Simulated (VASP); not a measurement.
Crystal: Al2BP3.

```
Al B P
1.0
     6.13991    0.00000    0.00000
    -3.06995    5.31732    0.00000
     0.00000    0.00000    3.42580
Al B P
2 1 3
Direct
  0.33333 0.66667 0.00000
  0.66667 0.33333 0.00000
  0.00000 0.00000 0.00000
  0.50000 0.00000 0.50000
  0.50000 0.50000 0.50000
  0.00000 0.50000 0.50000
```

The cell was generated, and may not be a known phase.

```yaml
Program: VASP 6.6.1
Task: relaxation of cell and atoms
Functional: PBE
Potentials_or_basis: VASP PAW PBE potentials, release 64 (Al, B, P)
Cutoff: 600 eV
k_mesh: 6 × 6 × 12
Occupations: gaussian, width 0.1 eV
Spin: no spin polarisation
```

At the start: pressure 0.2 GPa; volume 18.64 Å³/atom.

**Question.** How do energy, volume and symmetry change on relaxing?

**Answer.** Over 11 steps the energy falls by 33.6 meV/atom and the volume is 17.60 Å³/atom (-5.6 %); space group P6/mmm (No. 191, to 0.1 Å) before and after.

The path:
| step | energy change (eV) | largest force (eV/Å) | pressure (GPa) | volume (Å³) |
| --- | --- | --- | --- | --- |
| 1 | 0.0000 | 0.0000 | 0.21 | 111.85 |
| 2 | -0.1048 | 0.0000 | -1.32 | 112.18 |
| 3 | -0.1133 | 0.0000 | -3.75 | 112.52 |
| 4 | -0.1409 | 0.0000 | -3.10 | 112.45 |
| 5 | -0.1342 | 0.0000 | -1.95 | 112.29 |
| 6 | -0.1460 | 0.0000 | -2.69 | 112.39 |
| 7 | -0.1979 | 0.0000 | -0.81 | 107.31 |
| 8 | -0.2012 | 0.0000 | 0.01 | 105.45 |
| 9 | -0.2014 | 0.0000 | -0.13 | 105.76 |
| 10 | -0.2013 | 0.0000 | -0.07 | 105.62 |
| 11 | -0.2015 | 0.0000 | 0.01 | 105.60 |

Final structure:
```xyz
6
Lattice="5.7999 0.0000 0.0000 -2.9000 5.0229 0.0000 0.0000 0.0000 3.6249" Properties=species:S:1:pos:R:3 pbc="T T T"
Al    0.0000    3.3486    0.0000
Al    2.9000    1.6743    0.0000
B     0.0000    0.0000    0.0000
P     2.9000    0.0000    1.8125
P     1.4500    2.5114    1.8125
P    -1.4500    2.5114    1.8125
```
